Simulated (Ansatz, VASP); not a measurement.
**Two plane-wave programs on MgO**

```
Mg O
1.0
     0.00000    2.13515    2.13515
     2.05508    0.00000    2.13515
     2.05508    2.13515    0.00000
Mg O
1 1
Direct
  0.00000 0.00000 0.00000
  0.50000 0.50000 0.50000
```

Change from the starting cell: strain -0.0375 x Voigt [1, 0, 0, 0, 0, 0], atoms carried along.

Alike in both runs: task single point; functional r2SCAN; k mesh 10 × 10 × 10; occupations gaussian, width 0.05 eV; no spin polarisation.

|  | VASP | Ansatz |
| --- | --- | --- |
| version | VASP 6.6.1 | Ansatz 0.2.0 |
| potentials or method | VASP PAW PBE potentials, release 64 (Mg_sv, O), cutoff 750 eV | scalar-relativistic, plane waves, PAW |
| valence electrons in the cell | 16 | 16 |

```csv
,VASP,Ansatz,Ansatz less VASP
gap on the k mesh at the Fermi level (eV),5.58,5.56,-0.019
least direct gap on the mesh (eV),5.58,5.56,-0.019
pressure (GPa),-0.8,-0.9,-0.03
"traceless stress, the component that is largest in VASP (GPa)",5.68,5.65,-0.023
```

VASP's potentials were made for PBE, not for r2SCAN. With one functional, cell and mesh, what is left measures potentials, basis and numerics.
